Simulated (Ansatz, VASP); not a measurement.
# One calculation of ZnS, two programs

The input INCAR:

```
PREC = Accurate
ENCUT = 520
EDIFF = 1E-6
ISMEAR = 0
SIGMA = 0.05
LREAL = False
LASPH = True
NELM = 100
ALGO = Normal
ISIF = 2
LWAVE = False
LCHARG = False
GGA = PE
NBANDS = 26
```

Contents of KPOINTS:

```
Automatic mesh
0
Gamma
  12 12 4
```

Contents of POSCAR:

```
ZnS
1.0
    3.8454929889      0.0000000000      0.0000000000
   -1.9227464944      3.3302946184      0.0000000000
    0.0000000000      0.0000000000      6.3053333047
Zn S
2 2
Direct
    0.2060460939      0.6030230469     -0.0187304968
    0.6666666667      0.3333333333      0.5052197899
    0.3333333333      0.6666666667      0.3797802101
    0.6666666667      0.3333333333      0.8797802101
```

Input for Ansatz:

```yaml
crystal:
  lattice:
    - [3.8454929889, 0.0, 0.0]
    - [-1.9227464944, 3.3302946184, 0.0]
    - [0.0, 0.0, 6.3053333047]
  atoms:
    - { symbol: Zn, position: [0.2060460939, 0.6030230469, -0.0187304968] }
    - { symbol: Zn, position: [0.6666666667, 0.3333333333, 0.5052197899] }
    - { symbol: S, position: [0.3333333333, 0.6666666667, 0.3797802101] }
    - { symbol: S, position: [0.6666666667, 0.3333333333, 0.8797802101] }
basis:
  ecutwfc: 420
kpoints:
  mp_grid: { grid: [12, 12, 4] }
hamiltonian:
  xc: pbe
scf:
  occupations: { method: gaussian, width: 0.05 }
output:
  forces: true
  stress: true
  eigenvalues: true
```

Alike in both runs: task single point; functional PBE; k mesh 12 × 12 × 4; occupations gaussian, width 0.05 eV; no spin polarisation.

|  | VASP | Ansatz |
| --- | --- | --- |
| version | VASP 6.6.1 | Ansatz 0.2.0 |
| potentials or method | VASP PAW PBE potentials, release 64 (Zn, S), cutoff 520 eV | scalar-relativistic, plane waves, PAW |
| valence electrons in the cell | 36 | 36 |

VASP gave:

- gap on the k mesh at the Fermi level (eV): 1.99
- least direct gap on the mesh (eV): 1.99
- pressure (GPa): 6.1
- traceless stress, the component that is largest in VASP (GPa): 8.77
- rms of the force components (eV/Å): 2.829

Q: Which values does Ansatz return?

A: gap on the k mesh at the Fermi level (eV): 1.98; least direct gap on the mesh (eV): 1.98; pressure (GPa): 6.0; traceless stress, the component that is largest in VASP (GPa): 8.72; rms of the force components (eV/Å): 2.816.

Atom by atom the forces differ by 0.014 eV/Å (rms over components). With one functional, cell and mesh, what is left measures potentials, basis and numerics.
